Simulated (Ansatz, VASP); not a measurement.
Bi2Se3 in VASP and in Ansatz

Contents of INCAR:

```
SYSTEM = Bi2Se3
PREC = Accurate
ENCUT = 600
EDIFF = 1E-6
ISMEAR = 0
SIGMA = 0.02
LREAL = .FALSE.
LASPH = .TRUE.
NELM = 80
ALGO = Normal
ISIF = 3
LWAVE = .FALSE.
LCHARG = .FALSE.
GGA = PE
IBRION = 2
NSW = 100
EDIFFG = -0.005
```

KPOINTS

```
regular mesh
0
G
  6 6 6
  0 0 0
```

File POSCAR:

```
Bi2Se3
1.0
    2.0952101537      1.2096701462     10.4336389923
   -2.0952101537      1.2096701462     10.4336389923
    0.0000000000     -2.4193402925     10.4336389923
Bi Se
2 3
Direct
    0.3956391256      0.3956391256      0.3956391256
    0.6043608744      0.6043608744      0.6043608744
    0.0000000000      0.0000000000      0.0000000000
    0.2211433242      0.2211433242      0.2211433242
    0.7788566758      0.7788566758      0.7788566758
```

Input for Ansatz:

```yaml
crystal:
  lattice:
    - [2.0952101537, 1.2096701462, 10.4336389292]
    - [-2.0952101537, 1.2096701462, 10.4336389292]
    - [0.0, -2.4193402925, 10.4336389292]
  atoms:
    - { symbol: Bi, position: [0.395639126, 0.395639126, 0.395639126] }
    - { symbol: Bi, position: [0.604360874, 0.604360874, 0.604360874] }
    - { symbol: Se, position: [0.0, 0.0, 0.0] }
    - { symbol: Se, position: [0.2211433236, 0.2211433236, 0.2211433236] }
    - { symbol: Se, position: [0.7788566764, 0.7788566764, 0.7788566764] }
basis:
  ecutwfc: 420
kpoints:
  mp_grid: { grid: [6, 6, 6] }
hamiltonian:
  xc: pbe
scf:
  occupations: { method: gaussian, width: 0.02 }
output:
  forces: true
  stress: true
  eigenvalues: true
  write_density: true
  write_potential: true
  elf: true
  volumetric_format: npy
relax:
  adjacent_minimum: "off"
  f_tol: 0.005
  max_steps: 80
  cell: { stress_tol: 0.05 }
```

Alike in both runs: task relaxation of cell and atoms; functional PBE; k mesh 6 × 6 × 6; occupations gaussian, width 0.02 eV; no spin polarisation.

|  | VASP | Ansatz |
| --- | --- | --- |
| version | VASP 6.6.1 | Ansatz 0.2.0 |
| potentials or method | VASP PAW PBE potentials, release 64 (Bi_d, Se), cutoff 600 eV | scalar-relativistic, plane waves, PAW |
| valence electrons in the cell | 48 | 78 |

|  | VASP | Ansatz | Ansatz less VASP |
| --- | --- | --- | --- |
| gap on the k mesh at the Fermi level, each at its own relaxed structure (eV) | 0.69 | 0.69 | +0.002 |
| relaxed volume (Å³/atom) | 31.71 | 31.69 | -0.024 |
| relaxed cell length with the largest relative difference (Å) | 10.716 | 10.710 | -0.0057 |

VASP's potentials hold 48 valence electrons a cell and Ansatz's 78, so a difference there can come from the potentials and not from the codes.

Neither program's run includes spin-orbit coupling.
